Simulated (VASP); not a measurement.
Input of a VASP 6.6.1 run:

The input INCAR:

```
SYSTEM = ZrMo2C3
PREC     = Accurate       ! precision mode
ENCUT    = 600            ! plane-wave cutoff, eV
EDIFF    = 1E-6           ! SCF threshold, eV
ISMEAR   = 0              ! smearing method
SIGMA    = 0.1            ! smearing width, eV
LREAL    = .False.        ! projectors in reciprocal space
LASPH    = .True.         ! aspherical terms in the spheres
NELM     = 100            ! most SCF steps
ALGO     = Normal         ! electronic algorithm
ISIF     = 4              ! what is computed and relaxed
LWAVE    = .False.        ! write WAVECAR
LCHARG   = .False.        ! write CHGCAR
GGA      = PE             ! functional
IBRION   = 2              ! ionic algorithm
NSW      = 50             ! ionic steps
EDIFFG   = -0.01          ! ionic threshold
```

The input KPOINTS:

```
regular mesh
0
Gamma
  12 12 12
  0 0 0
```

POSCAR

```
ZrMo2C3
1.0
    1.5602205049      0.9007937285      8.1958900589
   -1.5602205049      0.9007937285      8.1958900589
    0.0000000000     -1.8015874570      8.1958900589
Zr Mo C
1 2 3
Direct
    0.9993698326      0.9993698326      0.9993698326
    0.4433850076      0.4433850076      0.4433850076
    0.5580033918      0.5580033918      0.5580033918
    0.7255816343      0.7255816343      0.7255816343
    0.2744320357      0.2744320357      0.2744320357
    0.8325580981      0.8325580981      0.8325580981
```

Potentials or basis: VASP PAW PBE potentials, release 64 (Zr_sv, Mo_sv, C).

Command:

```console
$ cat potpaw_PBE.64/Zr_sv/POTCAR potpaw_PBE.64/Mo_sv/POTCAR potpaw_PBE.64/C/POTCAR > POTCAR
$ mpirun -np 1 vasp_std > vasp.out
```

(1) Estimate the band gap on the k mesh.

Results:

(1) zero (bands 26 and 27 overlap by 1.02 eV).
